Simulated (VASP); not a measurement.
Crystal: RbCl.

```
Rb Cl
1.0
     0.00000    3.27015    3.27015
     3.27015    0.00000    3.27015
     3.27015    3.27015    0.00000
Rb Cl
1 1
Direct
  0.00000 0.00000 0.00000
  0.50000 0.50000 0.50000
```

Base run:

| Quantity | Value |
| --- | --- |
| Program | VASP 6.6.1 |
| Functional | PBEsol |
| Potentials or basis | VASP PAW PBE potentials, release 64 (Rb_sv, Cl) |
| Cutoff | 500 eV |
| k mesh | 6 × 6 × 6 |
| Occupations | gaussian, width 0.01 eV |
| Spin | no spin polarisation |

Its results: band gap on the k mesh 4.90 eV; pressure 0.0 GPa.

Task: The run is repeated on the same cell with these changes: occupations from gaussian, width 0.01 eV to gaussian, width 0.02 eV; dispersion from none to D3(BJ). What comes out?

Result: Band gap on the k mesh 4.90 eV; pressure -0.9 GPa.

Caveats: the PAW data sets were made with another functional, which shifts forces and pressure a little.

